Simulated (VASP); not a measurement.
Input of a VASP 6.6.1 run:

Contents of INCAR:

```
SYSTEM = MgO
ALGO = Normal
EDIFF = 1E-6
ENCUT = 520
GGA = PE
ISIF = 2
ISMEAR = 0
LASPH = .TRUE.
LCHARG = .TRUE.
LELF = .TRUE.
LREAL = .FALSE.
LVHAR = .TRUE.
LWAVE = .FALSE.
NBANDS = 26
NELM = 80
PREC = Accurate
SIGMA = 0.05
```

The input KPOINTS:

```
k-points
0
G
  9 9 2
  0 0 0
```

File POSCAR:

```
MgO
1.0
    3.2803754002      0.0000000000      0.0000000000
   -1.6401877001      2.8408884305      0.0000000000
    0.0000000000      0.0000000000     10.5147056238
Mg O
4 4
Direct
    0.3333333333      0.6666666667      0.9694791811
    0.0000000000      0.0000000000      0.2208070585
    0.0000000000      0.0000000000      0.7208070585
    0.6666666667      0.3333333333      0.4694791811
    0.3333333333      0.6666666667      0.7800540723
   -0.0670654950      0.0000000000      0.4878117132
    0.0000000000      0.0000000000      0.0296578681
    0.6666666667      0.3333333333      0.2800540723
```

Potentials or basis: VASP PAW PBE potentials, release 64 (Mg, O).

Launch:

```sh
$ cat potpaw_PBE.64/Mg/POTCAR potpaw_PBE.64/O/POTCAR > POTCAR
$ mpirun -np 1 vasp_std > vasp.out
```

Predict the largest force.

5.659 eV/Å.

Predict the pressure.

3.3 GPa.

Estimate the band gap on the k mesh.

1.74 eV.

Forces on the atoms (eV/Å):
```
Mg  -0.001  0.000  0.840
Mg  -0.032  0.000  0.886
Mg  -0.154  0.001 -0.298
Mg  -3.682  1.455 -2.445
O   -0.024 -0.007 -0.815
O    4.010 -1.473  3.711
O    0.001  0.000 -0.853
O   -0.119  0.024 -1.026
```

Caveat: the cell differs from its parent crystal (atom 6 (O) moved by -0.220 Å along [1 0 0] and -0.440 Å along [0 0 1]); the stress differs along the axes, from -2 to 7 GPa; forces of over 1 eV/Å act on the atoms, so gaps and moduli don't describe the material at rest. A k mesh can miss the band edges.
